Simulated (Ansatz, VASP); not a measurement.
**Sr2AlO in VASP and in Ansatz**

```
CELL_PARAMETERS angstrom
4.25625 0.00000 0.00000
0.00000 4.25625 0.00000
0.00000 0.00000 6.13837
ATOMIC_POSITIONS crystal
Sr 0.00000 0.00000 0.50000
Sr 0.50000 0.50000 0.00000
Al 0.00000 0.00000 0.00000
O 0.50000 0.50000 0.50000
```

Change from the starting cell: species swapped into the HfTiN2 type (P4/mmm, No. 123).

Alike in both runs: functional PBE; k mesh 6 × 6 × 4; occupations gaussian, width 0.1 eV; no spin polarisation.

Ansatz relaxed the structure, and its values are those at the end. VASP's run is a single point on that final structure, the one shown.

|  | VASP | Ansatz |
| --- | --- | --- |
| version | VASP 6.6.1 | Ansatz 0.2.0 |
| potentials or method | VASP PAW PBE potentials, release 64 (Sr_sv, Al, O), cutoff 520 eV | scalar-relativistic, plane waves, PAW |
| valence electrons in the cell | 29 | 29 |

|  | VASP | Ansatz | Ansatz less VASP |
| --- | --- | --- | --- |
| gap on the k mesh at the Fermi level (eV) | none | none | - |
| pressure (GPa) | 0.1 | 0.0 | -0.07 |

A gap of «none» marks a metal or a gap that the smearing closes.
